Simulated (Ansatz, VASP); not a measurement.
## One calculation of Ir, two programs

```
Ir
1.0
     0.00000    1.91970    1.91970
     1.91970    0.00000    1.91970
     1.91970    1.91970    0.00000
Ir
1
Direct
  0.00000 0.00000 0.00000
```

Alike in both runs: task single point; functional PBE; k mesh 15 × 15 × 15; occupations fermi-dirac, width 0.05 eV; no spin polarisation.

```csv
,VASP,Ansatz
version,VASP 6.6.1,Ansatz 0.2.0
potentials or method,"VASP PAW PBE potentials, release 64 (Ir), cutoff 520 eV","all-electron LAPW, scalar-relativistic"
```

Ansatz gave:

| Property | Result |
| --- | --- |
| pressure (GPa) | 8.8 |

Q: Estimate VASP's values.

A: Pressure (GPa): 9.5.

Ansatz ran all-electron here, and VASP with PAW potentials.

Neither program's run includes spin-orbit coupling.
